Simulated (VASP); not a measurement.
A run of VASP 6.6.1 is set up as follows.

INCAR

```
SYSTEM = RbBr
PREC = Accurate ; ENCUT = 520
EDIFF = 1E-7 ; ISMEAR = -1
SIGMA = 0.02 ; LREAL = .FALSE.
LASPH = .TRUE. ; NELM = 60
ALGO = Normal ; ISIF = 2
LWAVE = .FALSE. ; LCHARG = .FALSE.
GGA = PE ; NBANDS = 15
```

KPOINTS

```
Automatic mesh
0
G
  6 6 6
  0 0 0
```

File POSCAR:

```
RbBr
1.0
    0.0000000000      3.5064331675      3.5064331675
    3.5064331675      0.0000000000      3.5064331675
    3.5064331675      3.5064331675      0.0000000000
Rb Br
1 1
Direct
    0.0000000000      0.0000000000      0.0000000000
    0.5000000000      0.5000000000      0.5000000000
```

Potentials or basis: VASP PAW PBE potentials, release 64 (Rb_sv, Br).

Command:

```console
$ cat potpaw_PBE.64/Rb_sv/POTCAR potpaw_PBE.64/Br/POTCAR > POTCAR
$ mpirun -np 1 vasp_std > vasp.out
```

Q: Estimate the band gap on the k mesh.

A: 4.19 eV.

Q: What does it give for the pressure?

A: 0.0 GPa.
